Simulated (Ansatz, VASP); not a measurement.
**TaN in VASP and in Ansatz**

Contents of POSCAR:

```
TaN
1.0
    0.0000000000      2.1790013100      2.1790013100
    2.1790013100      0.0000000000      2.1790013100
    2.1790013100      2.1790013100      0.0000000000
Ta N
1 1
Direct
    0.5000000000      0.5000000000      0.5000000000
    0.0000000000      0.0000000000      0.0000000000
```

Contents of INCAR.step1:

```
SYSTEM = TaN
ALGO = Normal ; EDIFF = 1E-5
ENCUT = 660 ; GGA = PE
GGA_COMPAT = .FALSE. ; ISMEAR = 0
ISPIN = 2 ; LASPH = .TRUE.
LCHARG = .FALSE. ; LDAU = .TRUE.
LDAUJ = 0 0 ; LDAUL = 2 -1
LDAUTYPE = 2 ; LDAUU = 1 0
LMAXMIX = 4 ; LREAL = .FALSE.
LWAVE = .TRUE. ; MAGMOM = 0 0
NBANDS = 20 ; NELM = 200
PREC = Accurate ; SIGMA = 0.05
```

INCAR.step2

```
SYSTEM = TaN
ALGO = Normal ; EDIFF = 1E-6
ENCUT = 660 ; GGA_COMPAT = .FALSE.
ISIF = 2 ; ISMEAR = 0
ISPIN = 2 ; ISTART = 1
LASPH = .TRUE. ; LCHARG = .FALSE.
LDAU = .TRUE. ; LDAUJ = 0 0
LDAUL = 2 -1 ; LDAUPRINT = 1
LDAUTYPE = 2 ; LDAUU = 1 0
LMAXMIX = 4 ; LMIXTAU = .TRUE.
LORBIT = 11 ; LREAL = .FALSE.
LWAVE = .FALSE. ; MAGMOM = 0 0
METAGGA = R2SCAN ; NBANDS = 20
NELM = 200 ; PREC = Accurate
SIGMA = 0.05
```

The input KPOINTS:

```
k-points
0
G
  7 7 7
  0 0 0
```

Input for Ansatz:

```yaml
crystal:
  lattice:
    - [0.0, 2.17900131, 2.17900131]
    - [2.17900131, 0.0, 2.17900131]
    - [2.17900131, 2.17900131, 0.0]
  atoms:
    - { symbol: Ta, position: [0.5, 0.5, 0.5], spin: 0.3 }
    - { symbol: "N", position: [0.0, 0.0, 0.0] }
basis:
  ecutwfc: 500
  ecutrho_ratio: 4
kpoints:
  mp_grid: { grid: [7, 7, 7] }
hamiltonian:
  xc: r2scan
  hubbard:
    sites:
      - { site: 0, l: d, u_eff: 1.0, starting_ns: [{ spin: up, occupation_matrix: s0up }, { spin: down, occupation_matrix: s0down }] }
    occupation_matrices:
      s0up:
        matrix:
          - [0.02, 0.0, 0.0, 0.0, 0.0]
          - [0.0, 0.495, 0.0, -0.475, 0.0]
          - [0.0, 0.0, 0.02, 0.0, 0.0]
          - [0.0, -0.475, 0.0, 0.495, 0.0]
          - [0.0, 0.0, 0.0, 0.0, 0.02]
      s0down:
        matrix:
          - [0.02, 0.0, 0.0, 0.0, 0.0]
          - [0.0, 0.02, 0.0, 0.0, 0.0]
          - [0.0, 0.0, 0.97, 0.0, 0.0]
          - [0.0, 0.0, 0.0, 0.02, 0.0]
          - [0.0, 0.0, 0.0, 0.0, 0.02]
    ns_hold: until_converged
scf:
  occupations: { method: gaussian, width: 0.05 }
  lower_state_search: "off"
  max_iter: 150
output:
  forces: true
  stress: true
  eigenvalues: true
  populations: true
  hubbard: { sites: [{ site: 0, l: d }] }
magnetization:
  spin_polarized: true
```

Alike in both runs: task single point; functional r2SCAN; k mesh 7 × 7 × 7; occupations gaussian, width 0.05 eV; collinear spin; Hubbard terms Ta d U = 1.0 eV.

```csv
,VASP,Ansatz
version,VASP 6.6.1,Ansatz 0.2.0
potentials or method,"VASP PAW PBE potentials, release 64 (Ta_sv_GW, N), cutoff 660 eV","scalar-relativistic, plane waves, PAW"
valence electrons in the cell,18,18
```

VASP gave:

```
gap on the k mesh at the Fermi level (eV) : none
pressure (GPa)                            : 12.7
net moment per atom (μB)                  : 0.00
```

Q: What did Ansatz give for the same quantities?

A: gap on the k mesh at the Fermi level (eV): none; pressure (GPa): 10.4; net moment per atom (μB): 0.00.

VASP's potentials were made for PBE, not for r2SCAN. The programs project onto different local orbitals, so the same U acts differently, and such runs can settle in different states. A gap of «none» marks a metal or a gap that the smearing closes. Ansatz's warnings: filled band counts differ across k points, seeded moment not kept, specified occupation not kept, stability check not made, symmetry narrowed by occupation matrices.

Spin-orbit coupling is off throughout.
